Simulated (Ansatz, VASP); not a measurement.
**Pd: VASP beside Ansatz**

```xyz
2
Lattice="0.0000 2.7082 2.7082 2.7082 0.0000 2.7082 2.7082 2.7082 0.0000" Properties=species:S:1:pos:R:3 pbc="T T T"
Pd    0.6771    0.6771    0.6771
Pd    4.7394    4.7394    4.7394
```

Alike in both runs: task relaxation of cell and atoms; functional RPBE; k mesh 10 × 10 × 10; occupations fermi-dirac, width 0.1 eV; no spin polarisation.

```csv
,VASP,Ansatz
version,VASP 6.6.1,Ansatz 0.2.0
potentials or method,"VASP PAW PBE potentials, release 64 (Pd), cutoff 500 eV","plane waves (420 eV) with PAW, scalar-relativistic"
valence electrons in the cell,20,36
```

|  | VASP | Ansatz | Ansatz less VASP |
| --- | --- | --- | --- |
| relaxed volume (Å³/atom) | 25.52 | 25.67 | +0.149 |
| relaxed cell length with the largest relative difference (Å) | 4.164 | 4.172 | +0.0081 |

VASP's potentials were made for PBE, not for RPBE. VASP's potentials hold 20 valence electrons a cell and Ansatz's 36, so a difference there can come from the potentials and not from the codes.

Noted on VASP's run: the volume moved by over 15 % at a fixed basis, so the end points are rough.
